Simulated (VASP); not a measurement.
## TiC (CsCl type): relaxation of cell and atoms with PBE

TiC (CsCl type):

```xyz
2
Lattice="2.2865 0.0000 0.0000 0.0000 2.2865 0.0000 0.0000 0.0000 2.2865" Properties=species:S:1:pos:R:3 pbc="T T T"
Ti    0.0000    0.0000    0.0000
C     1.1432    1.1432    1.1432
```

```
Program                : VASP 6.6.1
Task                   : relaxation of cell and atoms
Functional             : PBE
Potentials or basis    : VASP PAW PBE potentials, release 64 (Ti_sv, C)
Cutoff                 : 600 eV
k mesh                 : 16 × 16 × 16
Occupations            : fermi-dirac, width 0.05 eV
Spin                   : no spin polarisation
Target pressure        : 300 GPa
Dipole correction      : no
Further INCAR settings : ALGO = Normal; EDIFF = 1e-07; IBRION = 2; EDIFFG = -0.005; NSW = 32; ISIF = 3
```

| Item | Value |
| --- | --- |
| Relaxed volume | 5.98 Å³/atom |
| Relaxed cell | a = 2.286 Å, b = 2.286 Å, c = 2.286 Å, α = 90.00°, β = 90.00°, γ = 90.00° |
| Space group after relaxing (to 0.1 Å) | Pm-3m (No. 221) |
| Energy change on relaxing (the run minimises the enthalpy) | +2.2 meV/atom |
| Ionic steps | 3 |
| Pressure after relaxing | 300.0 GPa |
| Band gap on the k mesh | zero (bands 8 and 9 overlap by 4.45 eV) |

Step by step:
```
step  energy change (eV)  largest force (eV/Å)  pressure (GPa)  volume (Å³)
   1              0.0000                0.0000          299.77        11.95
   2              0.0273                0.0000          301.15        11.94
   3              0.0045                0.0000          300.00        11.95
```

Final structure:
```cif
data_structure
_symmetry_space_group_name_H-M 'P 1'
_symmetry_Int_Tables_number 1
_cell_length_a 2.2863
_cell_length_b 2.2863
_cell_length_c 2.2863
_cell_angle_alpha 90.000
_cell_angle_beta 90.000
_cell_angle_gamma 90.000
_cell_volume 11.95
loop_
_atom_site_label
_atom_site_type_symbol
_atom_site_fract_x
_atom_site_fract_y
_atom_site_fract_z
_atom_site_occupancy
Ti1 Ti 0.00000 0.00000 0.00000 1
C1 C 0.50000 0.50000 0.50000 1
```

Levels at points of the mesh, in eV from the Fermi level:
```tsv
k point	band 5	band 6	band 7	band 8	band 9	band 10	band 11	band 12
(0.00, 0.00, 0.00)	-15.61	-3.53	-3.53	2.66	2.66	2.66	5.79	5.79
(0.50, 0.00, 0.00)	-9.85	-8.70	-2.07	-2.07	-1.71	6.33	7.80	11.19
(0.50, 0.50, 0.00)	-13.08	-3.40	-3.40	-0.80	2.60	2.60	3.89	8.38
(0.50, 0.50, 0.50)	-9.41	-9.41	-9.41	-5.76	8.60	8.60	12.12	12.12
```

Run time: 71 s on 1 thread of Intel(R) Xeon(R) Platinum 8175M CPU @ 2.50GHz (Skylake/Cascade Lake) (shared host), peak memory 0.15 GiB.

Caveat: the cell is relaxed towards a set pressure, so the run minimises the enthalpy, not the energy.
